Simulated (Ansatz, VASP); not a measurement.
Ag: VASP beside Ansatz

```
CELL_PARAMETERS angstrom
0.00000 2.07344 2.07344
2.07344 0.00000 2.07344
2.07344 2.07344 0.00000
ATOMIC_POSITIONS crystal
Ag 0.00000 0.00000 0.00000
```

Alike in both runs: task single point; functional PBE; k mesh 6 × 6 × 6; occupations fermi-dirac, width 0.1 eV; no spin polarisation.

```csv
,VASP,Ansatz
version,VASP 6.6.1,Ansatz 0.2.0
potentials or method,"VASP PAW PBE potentials, release 64 (Ag), cutoff 520 eV","plane waves (420 eV) with PAW, scalar-relativistic"
valence electrons in the cell,11,19
```

VASP gave:

| Property | Result |
| --- | --- |
| pressure (GPa) | 0.8 |

Which values does Ansatz return?

Pressure (GPa): 0.9.

With one functional, cell and mesh, what is left measures potentials, basis and numerics. VASP's potentials hold 11 valence electrons a cell and Ansatz's 19, so a difference there can come from the potentials and not from the codes.

The k mesh is coarse, so the values compare programs but aren't converged.
